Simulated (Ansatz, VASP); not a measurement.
Given: the input of a run of Ansatz 0.2.0 on Ni.

The input input.yaml:

```yaml
crystal:
  lattice:
    - [-1.38371547, 1.38371547, 1.38371547]
    - [1.38371547, -1.38371547, 1.38371547]
    - [1.38371547, 1.38371547, -1.38371547]
  atoms:
    - { symbol: Ni, position: [0.0, 0.0, 0.0], spin: 1.0 }
hamiltonian:
  xc: rpbe
  pseudopotentials: { kind: paw }
magnetization:
  spin_polarized: true
kpoints:
  mp_grid: { grid: [13, 13, 13] }
scf:
  occupations: { method: fermi_dirac, width: 0.05 }
output:
  forces: true
  stress: true
  eigenvalues: true
relax:
  f_tol: 0.01
  max_steps: 40
  cell: { stress_tol: 0.05 }
```

Potentials or basis: Ansatz PAW.

Command:

```sh
$ ansatz run input.yaml --threads 2 --pin off --max-ram 5632MiB --backend cpu --events-out ev --progress --plain --runs-dir out
```

**Question.** Translate it to VASP 6.6.1. Potentials there: VASP PAW PBE potentials, release 64 (Ni).

**Answer.** As run (the cutoff follows the program's own potentials):

INCAR

```
PREC = Accurate ; ENCUT = 600
EDIFF = 1E-6 ; ISMEAR = -1
SIGMA = 0.05 ; LREAL = F
LASPH = T ; NELM = 150
ALGO = Normal ; ISIF = 3
LWAVE = F ; LCHARG = F
ISPIN = 2 ; MAGMOM = 1
LORBIT = 11 ; LMAXMIX = 4
GGA = RP ; IBRION = 2
NSW = 60 ; EDIFFG = -0.01
```

File KPOINTS:

```
Automatic mesh
0
Gamma
  13 13 13
```

Contents of POSCAR:

```
Ni
1.0
   -1.3837154700      1.3837154700      1.3837154700
    1.3837154700     -1.3837154700      1.3837154700
    1.3837154700      1.3837154700     -1.3837154700
Ni
1
Direct
    0.0000000000      0.0000000000      0.0000000000
```

Potentials or basis: VASP PAW PBE potentials, release 64 (Ni).

Launch:

```console
$ cat potpaw_PBE.64/Ni/POTCAR > POTCAR
$ mpirun -np 1 vasp_std > vasp.out
```

Both were run:

|  | VASP | Ansatz | Ansatz less VASP |
| --- | --- | --- | --- |
| gap on the k mesh at the Fermi level, each at its own relaxed structure (eV) | none | none | - |
| net moment per atom (μB) | 0.61 | 0.62 | +0.014 |
| size of the moment on the site where the two differ most (μB) | 0.62 | 0.66 | +0.037 |
| relaxed volume (Å³/atom) | 11.35 | 11.33 | -0.015 |
| relaxed cell length with the largest relative difference (Å) | 2.452 | 2.451 | -0.0011 |

VASP's potentials were made for PBE, not for RPBE. Site moments also hang on the region over which each program counts them. A gap of «none» marks a metal or a gap that the smearing closes. VASP's potentials hold 10 valence electrons a cell and Ansatz's 18, so a difference there can come from the potentials and not from the codes.

Noted on Ansatz's run: the plane-wave basis is chosen anew once the cell has moved, so the energies of steps on either side of that aren't comparable.
